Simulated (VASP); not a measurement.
**Hf5O9 (a cell with a defect): single point with PBE**

The system is Hf5O9 (a cell with a defect).

```
Hf O
1.0
    -5.09814    0.00000    0.00000
    -2.54907    5.09814   -2.54907
    -2.54907   -2.54907   -5.09814
Hf O
5 9
Direct
  0.80000 0.80000 0.60000
  0.60000 0.60000 0.20000
  0.40000 0.40000 0.80000
  0.20000 0.20000 0.40000
  0.00000 0.00000 0.00000
  0.05000 0.30000 0.10000
  0.85000 0.10000 0.70000
  0.65000 0.90000 0.30000
  0.45000 0.70000 0.90000
  0.95000 0.70000 0.90000
  0.75000 0.50000 0.50000
  0.55000 0.30000 0.10000
  0.33333 0.16668 0.66666
  0.15000 0.90000 0.30000
```

This cell differs from its parent crystal: atoms taken out, atom 13 moved 0.167 of the way to it and +0.000 Å across, host rigid.

```json
{
 "Program": "VASP 6.6.1",
 "Task": "single point",
 "Functional": "PBE",
 "Potentials or basis": "VASP PAW PBE potentials, release 64 (Hf_pv, O)",
 "Cutoff": "520 eV",
 "k mesh": "4 × 4 × 4",
 "Occupations": "gaussian, width 0.05 eV",
 "Spin": "no spin polarisation"
}
```

* Largest force: 4.525 eV/Å

Forces in eV/Å, atoms in the order of the input:
```
Hf   1.676  2.475 -2.069
Hf  -2.359  2.186  2.784
Hf  -2.657 -1.879 -3.144
Hf   2.797 -1.513  3.176
Hf   0.533  0.091 -0.722
O    0.143 -0.175  0.310
O    0.090 -0.640 -0.022
O   -0.187 -0.264  0.053
O   -0.258  1.659 -0.056
O    0.457 -0.167  1.751
O   -0.099  0.331 -0.096
O    0.279  0.503 -1.800
O   -0.195 -0.427  0.200
O   -0.221 -2.179 -0.364
```

Levels at points of the mesh, in eV from the Fermi level:
```tsv
k point	band 48	band 49	band 50	band 51	band 52	band 53	band 54	band 55
(0.00, 0.00, 0.00)	-0.99	-0.79	-0.72	-0.62	0.64	3.52	3.62	3.80
(0.50, 0.00, 0.00)	-1.35	-1.16	-1.10	-0.91	1.85	3.32	3.92	4.02
(0.50, 0.50, 0.00)	-1.37	-1.23	-1.02	-0.92	1.65	3.53	3.76	3.99
(0.50, 0.50, 0.50)	-1.48	-1.17	-1.13	-0.92	1.52	3.43	3.84	3.98
(0.50, 0.00, 0.50)	-1.42	-1.22	-1.01	-0.94	1.66	3.36	3.87	4.16
(0.00, 0.50, 0.00)	-0.95	-0.76	-0.53	-0.47	1.06	3.36	3.47	4.09
(0.00, 0.00, 0.50)	-0.79	-0.67	-0.58	-0.48	0.97	3.38	3.49	4.07
(0.00, 0.50, 0.50)	-1.02	-0.93	-0.81	-0.30	1.65	3.31	3.60	3.91
```

Wall time 7.1 min on 1 thread of Intel(R) Xeon(R) Platinum 8488C (Sapphire Rapids) (shared host), peak memory 0.45 GiB.

Caveat: the cell carries a net charge on a neutralising background, which shifts energy and pressure; the cell differs from its parent crystal (atoms taken out, atom 13 moved 0.167 of the way to it and +0.000 Å across, host rigid); the cell is charged against a uniform background, so pressure and absolute levels hang on convention; spin-orbit coupling is left out, which moves the levels of the heavy elements.
